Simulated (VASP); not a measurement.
# Cu12O in VASP: single point with PBE

Aim: the single point of Cu12O with PBE.

Program: VASP 6.6.1. These are calculated values, not measurements. Logs are shortened: lines on timing, memory, paths and dates and some standing lists are left out, and cuts for length are marked.

### 1 The cell of the first run

The cell holds a slab with vacuum, 13 atoms: a = 5.132 Å, b = 5.132 Å, c = 19.028 Å, α = 90.00°, β = 90.00°, γ = 90.00°.

### 2 Single point, PBE

INCAR

```
  ALGO = Normal
  DIPOL = 0.5 0.5 0.315
  EDIFF = 1E-6
  ENCUT = 520
  GGA = PE
  IDIPOL = 3
  ISIF = 2
  ISMEAR = 0
  LASPH = True
  LCHARG = True
  LDIPOL = True
  LELF = True
  LREAL = False
  LVACPOTAV = True
  LVHAR = True
  LWAVE = False
  NBANDS = 81
  NELM = 60
  PREC = Accurate
  SIGMA = 0.1
```

KPOINTS

```
k-points
0
Gamma
  5 5 1
```

POSCAR

```
Cu12O
1.0
    5.1319544654      0.0000000000      0.0000000000
    0.0000000000      5.1319544654      0.0000000000
    0.0000000000      0.0000000000     19.0279314150
Cu O
12 1
Direct
    0.2500000000      0.2500000000      0.2102172807
    0.2500000000      0.7500000000      0.2102172807
    0.7500000000      0.2500000000      0.2102172807
    0.7500000000      0.7500000000      0.2102172807
    0.0000000000      0.0000000000      0.3029241254
    0.0000000000      0.5000000000      0.3029241254
    0.5000000000      0.0000000000      0.3029241254
    0.5000000000      0.5000000000      0.3029241254
    0.2500000000      0.2500000000      0.3956253179
    0.2500000000      0.7500000000      0.3956253179
    0.7500000000      0.2500000000      0.3956253179
    0.7500000000      0.7500000000      0.3956253179
    0.2500000000      0.5000000000      0.4630318722
```

Potentials or basis: VASP PAW PBE potentials, release 64 (Cu, O).

Run with:

```sh
> cat potpaw_PBE.64/Cu/POTCAR potpaw_PBE.64/O/POTCAR > POTCAR
> mpirun -np 1 vasp_std > vasp.out
```

OUTCAR:

```text
EDIFF = 1E-6
   ENCUT = 520
   GGA = PE
   ISIF = 2
   ISMEAR = 0
   LASPH = True
   LREAL = False
   NELM = 60
   PREC = Accurate

 ion  position               nearest neighbor table
   1  0.250  0.250  0.210-   5 2.53   6 2.53   7 2.53   8 2.53   2 2.57   3 2.57   2 2.57   3 2.57

   2  0.250  0.750  0.210-   5 2.53   6 2.53   7 2.53   8 2.53   1 2.57   4 2.57   1 2.57   4 2.57

   3  0.750  0.250  0.210-   5 2.53   6 2.53   7 2.53   8 2.53   1 2.57   4 2.57   4 2.57   1 2.57

   4  0.750  0.750  0.210-   5 2.53   6 2.53   7 2.53   8 2.53   2 2.57   3 2.57   3 2.57   2 2.57

   5  0.000  0.000  0.303-   9 2.53  10 2.53  11 2.53  12 2.53   1 2.53   2 2.53   3 2.53   4 2.53
                             6 2.57   7 2.57   6 2.57   7 2.57
   6  0.000  0.500  0.303-   9 2.53  10 2.53  11 2.53  12 2.53   1 2.53   2 2.53   3 2.53   4 2.53
                             5 2.57   8 2.57   5 2.57   8 2.57
   7  0.500  0.000  0.303-   9 2.53  10 2.53  11 2.53  12 2.53   1 2.53   2 2.53   3 2.53   4 2.53
                             5 2.57   8 2.57   8 2.57   5 2.57
   8  0.500  0.500  0.303-   9 2.53  10 2.53  11 2.53  12 2.53   1 2.53   2 2.53   3 2.53   4 2.53
                             6 2.57   7 2.57   7 2.57   6 2.57
   9  0.250  0.250  0.396-  13 1.81   6 2.53   7 2.53   8 2.53   5 2.53  11 2.57  10 2.57  10 2.57
                            11 2.57
  10  0.250  0.750  0.396-  13 1.81   6 2.53   7 2.53   8 2.53   5 2.53  12 2.57   9 2.57   9 2.57
                            12 2.57
  11  0.750  0.250  0.396-   5 2.53   6 2.53   7 2.53   8 2.53   9 2.57  12 2.57  12 2.57   9 2.57

  12  0.750  0.750  0.396-   5 2.53   6 2.53   7 2.53   8 2.53  10 2.57  11 2.57  11 2.57  10 2.57

  13  0.250  0.500  0.463-   9 1.81  10 1.81

  LATTYP: Found a simple tetragonal cell.
 ALAT       =     5.1319544654
 C/A-ratio  =     3.7077358233

  Lattice vectors:

 A1 = (   5.1319544654,   0.0000000000,   0.0000000000)
 A2 = (   0.0000000000,   5.1319544654,   0.0000000000)
 A3 = (   0.0000000000,   0.0000000000,  19.0279314150)

Analysis of symmetry for initial positions (statically):
=====================================================================
 Subroutine PRICEL returns:
 Original cell was already a primitive cell.

 Routine SETGRP: Setting up the symmetry group for a
 simple tetragonal supercell.

 Subroutine GETGRP returns: Found  4 space group operations
 (whereof  2 operations were pure point group operations)
 out of a pool of 16 trial point group operations.

The static configuration has the point symmetry C_1h.
 The point group associated with its full space group is C_2v.

Analysis of symmetry for dynamics (positions and initial velocities):
=====================================================================
 Subroutine PRICEL returns:
 Original cell was already a primitive cell.

 Routine SETGRP: Setting up the symmetry group for a
 simple tetragonal supercell.

 Subroutine GETGRP returns: Found  4 space group operations
 (whereof  2 operations were pure point group operations)
 out of a pool of 16 trial point group operations.

The dynamic configuration has the point symmetry C_1h.
 The point group associated with its full space group is C_2v.

 Subroutine INISYM returns: Found  4 space group operations
 (whereof  2 operations are pure point group operations),
 and found     1 'primitive' translations

----------------------------------------------------------------------------------------

                                     Primitive cell

  volume of cell :     501.1378

  direct lattice vectors                    reciprocal lattice vectors
     5.131954465  0.000000000  0.000000000     0.194857536  0.000000000  0.000000000
     0.000000000  5.131954465  0.000000000     0.000000000  0.194857536  0.000000000
     0.000000000  0.000000000 19.027931415     0.000000000  0.000000000  0.052554320

  length of vectors
     5.131954465  5.131954465 19.027931415     0.194857536  0.194857536  0.052554320

  position of ions in fractional coordinates (direct lattice)
     0.250000000  0.250000000  0.210217281
     0.250000000  0.750000000  0.210217281
     0.750000000  0.250000000  0.210217281
     0.750000000  0.750000000  0.210217281
     0.000000000  0.000000000  0.302924125
     0.000000000  0.500000000  0.302924125
     0.500000000  0.000000000  0.302924125
     0.500000000  0.500000000  0.302924125
     0.250000000  0.250000000  0.395625318
     0.250000000  0.750000000  0.395625318
     0.750000000  0.250000000  0.395625318
     0.750000000  0.750000000  0.395625318
     0.250000000  0.500000000  0.463031872

  ion indices of the primitive-cell ions
   primitive index   ion index
                 1           1
                 2           2
                 3           3
                 4           4
                 5           5
                 6           6
                 7           7
                 8           8
                 9           9
                10          10
                11          11
                12          12
                13          13

----------------------------------------------------------------------------------------

 KPOINTS: k-points

Automatic generation of k-mesh.
 Grid dimensions read from file:
 generate k-points for:    5    5    1

 Generating k-lattice:

  Cartesian coordinates                     Fractional coordinates (reciprocal lattice)
     0.038971507  0.000000000  0.000000000     0.200000000  0.000000000  0.000000000
     0.000000000  0.038971507  0.000000000     0.000000000  0.200000000  0.000000000
     0.000000000  0.000000000  0.052554320     0.000000000  0.000000000  1.000000000

  Length of vectors
     0.038971507  0.038971507  0.052554320

  Shift w.r.t. Gamma in fractional coordinates (k-lattice)
     0.000000000  0.000000000  0.000000000

 Subroutine IBZKPT returns following result:
 ===========================================

 Found      9 irreducible k-points:

 Following reciprocal coordinates:
            Coordinates               Weight
  0.000000  0.000000  0.000000      1.000000
  0.200000  0.000000  0.000000      2.000000
  0.000000  0.200000  0.000000      2.000000
  0.400000  0.000000  0.000000      2.000000
  0.000000  0.400000  0.000000      2.000000
  0.200000  0.200000  0.000000      4.000000
  0.400000  0.200000  0.000000      4.000000
 -0.200000  0.400000  0.000000      4.000000
  0.400000  0.400000  0.000000      4.000000
   k-points           NKPTS =      9   k-points in BZ     NKDIM =      9   number of bands    NBANDS=     81
   number of dos      NEDOS =    301   number of ions     NIONS =     13
   total plane-waves  NPLWV = 230400
   dimension x,y,z NGX =    40 NGY =   40 NGZ =  144
   dimension x,y,z NGXF=    80 NGYF=   80 NGZF=  288
   ions per type =              12   1
   NGX,Y,Z   is equivalent  to a cutoff of  12.96, 12.96, 12.58 a.u.
   NGXF,Y,Z  is equivalent  to a cutoff of  25.92, 25.92, 25.16 a.u.
 SYSTEM =  unknown system
   PREC   = accura    normal or accurate (medium, high low for compatibility)
   ISTART =      0    job   : 0-new  1-cont  2-samecut
   ICHARG =      2    charge: 1-file 2-atom 10-const
   ISPIN  =      1    spin polarized calculation?
   LNONCOLLINEAR =      F non collinear calculations
   LSORBIT =      F    spin-orbit coupling
   LASPH  =      T    aspherical Exc in radial PAW
   ENCUT  =  520.0 eV  38.22 Ry    6.18 a.u.   9.54  9.54 35.38*2*pi/ulx,y,z
   NELM   =     60;   NELMIN=  2; NELMDL= -5     # of ELM steps
   EDIFF  = 0.1E-05   stopping-criterion for ELM
   LREAL  =      F    real-space projection
   EDIFFG = 0.1E-04   stopping-criterion for IOM
   NSW    =      0    number of steps for IOM
   IBRION =     -1    ionic relax: 0-MD 1-quasi-New 2-CG
   NFREE  =      0    steps in history (QN), initial steepest desc. (CG)
   ISIF   =      2    stress and relaxation
   ISYM   =      2    0-nonsym 1-usesym 2-fastsym
   POTIM  = 0.5000    time-step for ionic-motion
   TEBEG  =    0.0;   TEEND  =   0.0 temperature during run
   PSTRESS=    0.0 pullay stress
   NELECT =     138.0000    total number of electrons
   NUPDOWN=      -1.0000    fix difference up-down
   EMIN   =  10.00;   EMAX   =-10.00  energy-range for DOS
   EFERMI =   0.00;   METHOD = LEGACY
   ISMEAR =     0;   SIGMA  =   0.10  broadening in eV -4-tet -1-fermi 0-gaus
   EFERMI_NEDOS =   21; number of points for ismear=-14 and -15
   IALGO  =     38    algorithm
   IMIX   =      4    mixing-type and parameters
     AMIX     =   0.40;   BMIX     =  1.00
     AMIX_MAG =   1.60;   BMIX_MAG =  1.00
  volume/ion in A,a.u.               =      38.55       260.14
  Fermi-wavevector in a.u.,A,eV,Ry     =   1.065080  2.012709 15.434380  1.134395
  Thomas-Fermi vector in A             =   2.200620
   LORBIT       =      0    0 simple, 1 ext, 2 COOP (PROOUT), +10 PAW based schemes
   GGA     = PE    functional components
   LHFCALC =     F    Hartree Fock is set to
   AEXX    =    0.0000 exact exchange contribution
   IVDW    =     0    specifies the selected vdW correction
   LEPSILON=     F    determine dielectric tensor
   LRPA    =     F    only Hartree local field effects (RPA)
 non-spin polarized calculation
 Gauss-broadening in eV      SIGMA  =   0.10
  energy-cutoff  :      520.00
  volume of cell :      501.14
 maximum number of plane-waves:     13595
 NGX is ok and might be reduce to    40
   NGX = 19   NGY = 19   NGZ = 71

 dipolmoment           0.000000      0.000000     -0.190790 electrons x Angstroem

 number of electron     137.9999792 magnetization

 dipolmoment           0.000000      0.000000      0.204821 electrons x Angstroem

 Free energy of the ion-electron system (eV)
  ---------------------------------------------------
  ext. energy  EPLUGINS =         0.00000000
  ---------------------------------------------------
  free energy    TOTEN  =       -45.85721682 eV

  energy without entropy =      -45.81781563  energy(sigma->0) =      -45.83751623

 E-fermi :  -1.3941     XC(G=0):  -4.7271

 val. band max:       -1.3953610190   @ k =   0.2000   0.0000   0.0000
 cond. band min:      -1.3934643032   @ k =   0.0000   0.2000   0.0000
 fundamental gap:      0.0018967158
 Fermi energy:        -1.3940937143

 k-point     1 :       0.0000    0.0000    0.0000
  band No.  band energies     occupation
      1     -18.9304      2.00000
      2      -9.7658      2.00000
      3      -7.1938      2.00000
      4      -6.3121      2.00000
      5      -6.2962      2.00000
      6      -6.2588      2.00000
[... 73 lines left out ...]
     80       3.6033      0.00000
     81       3.6978      0.00000

 k-point     2 :       0.2000    0.0000    0.0000
  band No.  band energies     occupation
      1     -18.9291      2.00000
      2      -9.5375      2.00000
      3      -7.0258      2.00000
      4      -6.8239      2.00000
      5      -6.2209      2.00000
      6      -6.2180      2.00000
[... 73 lines left out ...]
     80       3.3305      0.00000
     81       3.5114      0.00000
[... 502 lines left out ...]
     80       3.8474      0.00000
     81       4.1873      0.00000

 k-point     9 :       0.4000    0.4000    0.0000
  band No.  band energies     occupation
      1     -18.9203      2.00000
      2      -8.0569      2.00000
      3      -7.2337      2.00000
      4      -7.1328      2.00000
      5      -6.5578      2.00000
      6      -6.1208      2.00000
[... 73 lines left out ...]
     80       4.4103      0.00000
     81       4.5527      0.00000

------------------------ aborting loop because EDIFF is reached ----------------------------------------

  FORCE on cell =-STRESS in cart. coord.  units (eV):
  Direction    XX          YY          ZZ          XY          YZ          ZX
  --------------------------------------------------------------------------------------
  -------------------------------------------------------------------------------------
  Total       -3.2449826     -1.3408691      1.5689167      0.0000000      0.0000000      0.0000000
  in kB      -10.3744668     -4.2868650      5.0159513      0.0000000      0.0000000      0.0000000
  external PRESSURE =      -3.2151268 kB  Pullay stress =       0.0000000 kB

 VOLUME and BASIS-vectors are now :
 -----------------------------------------------------------------------------
  energy-cutoff  :      520.00
  volume of cell :      501.14
      direct lattice vectors                 reciprocal lattice vectors
     5.131954465  0.000000000  0.000000000     0.194857536  0.000000000  0.000000000
     0.000000000  5.131954465  0.000000000     0.000000000  0.194857536  0.000000000
     0.000000000  0.000000000 19.027931415     0.000000000  0.000000000  0.052554320

 POSITION                                       TOTAL-FORCE (eV/Angst)
 -----------------------------------------------------------------------------------
      1.28299      1.28299      4.00000        -0.000000      0.007287     -0.057225
      1.28299      3.84897      4.00000        -0.000000     -0.007287     -0.057225
      3.84897      1.28299      4.00000        -0.000000     -0.042861     -0.019836
      3.84897      3.84897      4.00000        -0.000000      0.042861     -0.019836
      0.00000      0.00000      5.76402         0.091214      0.000000     -0.005261
      0.00000      2.56598      5.76402        -0.163315      0.000000     -0.252611
      2.56598      0.00000      5.76402        -0.091214      0.000000     -0.005261
      2.56598      2.56598      5.76402         0.163315      0.000000     -0.252611
      1.28299      1.28299      7.52793         0.000000     -0.675058      0.292932
      1.28299      3.84897      7.52793         0.000000      0.675058      0.292932
      3.84897      1.28299      7.52793        -0.000000     -0.089893     -0.037212
      3.84897      3.84897      7.52793        -0.000000      0.089893     -0.037212
      1.28299      2.56598      8.81054         0.000000      0.000000      0.158425
 -----------------------------------------------------------------------------------
    total drift:                               -0.000000      0.000000      0.001409

  FREE ENERGIE OF THE ION-ELECTRON SYSTEM (eV)
  ---------------------------------------------------
  free  energy   TOTEN  =       -45.8572168246 eV

  energy  without entropy=      -45.8178156309  energy(sigma->0) =      -45.83751623

 vacuum level on the upper side and lower side of the slab         4.528         3.121
```

Wall time 24 min (1 thread of Oxide Virtual Turin-like, shared host); peak memory 0.62 GiB.

What came out:

| Property | Result |
| --- | --- |
| Free energy | -45.8572 eV |
| Largest force | 0.736 eV/Å |
| Band gap on the k mesh | zero (band 69 reaches -0.84 eV, above the bottom of band 70 at -1.48 eV) |

Forces in eV/Å, atoms in the order of the input:
```
Cu   0.000  0.007 -0.057
Cu   0.000 -0.007 -0.057
Cu   0.000 -0.043 -0.020
Cu   0.000  0.043 -0.020
Cu   0.091  0.000 -0.005
Cu  -0.163  0.000 -0.253
Cu  -0.091  0.000 -0.005
Cu   0.163  0.000 -0.253
Cu   0.000 -0.675  0.293
Cu   0.000  0.675  0.293
Cu   0.000 -0.090 -0.037
Cu   0.000  0.090 -0.037
O    0.000  0.000  0.158
```
